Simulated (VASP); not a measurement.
Set up this calculation in VASP 6.6.1, as the native input.

| Property | Result |
| --- | --- |
| Task | band structure |
| Functional | PBE |
| Potentials or basis | VASP PAW PBE potentials, release 64 (P) |
| Cutoff | 510 eV |
| k mesh | 6 × 8 × 1 |
| Occupations | gaussian, width 0.03 eV |
| Spin | no spin polarisation |
| Tolerance level | standard |
| Dipole correction | yes |
| Purpose | bands |
| Route | KPOINTS_OPT |
| Further INCAR settings | ALGO = Normal; EDIFF = 1e-07; NBANDS = 34; NELMDL = -8 |

The structure of P lies in POSCAR:

```
P
1.0
    4.5436355900      0.0000000000      0.0000000000
    0.0000000000     -3.2954862482      0.0000000000
    0.0000000000      0.0000000000    -18.0954456430
P
4
Direct
    0.0000000000      0.0000000000      0.4421001924
    0.1776303400      0.0000000000      0.5578998076
    0.6776303400      0.5000000000      0.4421001924
    0.5000000000      0.5000000000      0.5578998076
```

The input as run:

INCAR

```
ALGO = Normal ; DIPOL = 0.5 0.5 0.500
EDIFF = 1E-7 ; EFERMI = MIDGAP
ENCUT = 510 ; GGA = PE
GGA_COMPAT = False ; IDIPOL = 3
ISMEAR = 0 ; LASPH = True
LCHARG = False ; LDIPOL = True
LREAL = False ; LWAVE = False
NBANDS = 34 ; NELM = 120
NELMDL = -8 ; PREC = Accurate
SIGMA = 0.03
```

KPOINTS

```
Automatic mesh
0
Gamma
  6 8 1
  0 0 0
```

KPOINTS_OPT

```
path GXSYGZURTZ,YT,UX,SR
32
line-mode
reciprocal
 0.0000000000  0.0000000000  0.0000000000  G
 0.0000000000 -0.5000000000  0.0000000000  X

 0.0000000000 -0.5000000000  0.0000000000  X
-0.5000000000 -0.5000000000  0.0000000000  S

-0.5000000000 -0.5000000000  0.0000000000  S
-0.5000000000  0.0000000000  0.0000000000  Y

-0.5000000000  0.0000000000  0.0000000000  Y
 0.0000000000  0.0000000000  0.0000000000  G

 0.0000000000  0.0000000000  0.0000000000  G
 0.0000000000  0.0000000000 -0.5000000000  Z

 0.0000000000  0.0000000000 -0.5000000000  Z
 0.0000000000 -0.5000000000 -0.5000000000  U

 0.0000000000 -0.5000000000 -0.5000000000  U
-0.5000000000 -0.5000000000 -0.5000000000  R

-0.5000000000 -0.5000000000 -0.5000000000  R
-0.5000000000  0.0000000000 -0.5000000000  T

-0.5000000000  0.0000000000 -0.5000000000  T
 0.0000000000  0.0000000000 -0.5000000000  Z

-0.5000000000  0.0000000000  0.0000000000  Y
-0.5000000000  0.0000000000 -0.5000000000  T

 0.0000000000 -0.5000000000 -0.5000000000  U
 0.0000000000 -0.5000000000  0.0000000000  X

-0.5000000000 -0.5000000000  0.0000000000  S
-0.5000000000 -0.5000000000 -0.5000000000  R
```

Potentials or basis: VASP PAW PBE potentials, release 64 (P).

The run is started by

```bash
$ cat potpaw_PBE.64/P/POTCAR > POTCAR
$ mpirun -np 1 vasp_std > vasp.out
```

Results of the run:

The largest force is 0.236 eV/Å and the band gap on the k mesh is 0.84 eV. The band gap along the path is 0.84 eV.

It took 22 min on 1 thread of AMD EPYC 9R45 96-Core Processor (Zen 5), on a shared host, peak memory 0.4 GiB.
